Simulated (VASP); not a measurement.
SiGe7, 64 atoms in the cell. The typed cell holds 64 atoms: a = 11.278 Å, b = 11.278 Å, c = 11.278 Å, α = 90.00°, β = 90.00°, γ = 90.00°. 

* Program: VASP 6.6.1
* Task: single point
* Functional: PBE
* Potentials or basis: VASP PAW PBE potentials, release 64 (Ge_d, Si)
* Cutoff: 520 eV
* k mesh: 1 × 1 × 1
* Occupations: fermi-dirac, width 0.05 eV
* Spin: no spin polarisation
* Dipole correction: no
* Further INCAR settings: LREAL = Auto; ALGO = Normal; EDIFF = 1e-07; NBANDS = 446

Potentials or basis: VASP PAW PBE potentials, release 64 (Ge_d, Si).

Launch:

```console
$ cat potpaw_PBE.64/Ge_d/POTCAR potpaw_PBE.64/Si/POTCAR > POTCAR
$ mpirun -np 1 vasp_gam > vasp.out
```

Hardware: 1 thread of Intel(R) Xeon(R) Platinum 8375C CPU @ 2.90GHz (Ice Lake), with other jobs on the host.

Task: Estimate the wall time of this run.

Result: Wall time 19 min on 1 thread of Intel(R) Xeon(R) Platinum 8375C CPU @ 2.90GHz (Ice Lake) (shared host), peak memory 1.2 GiB. Counts: scf iterations 22, k points 1.
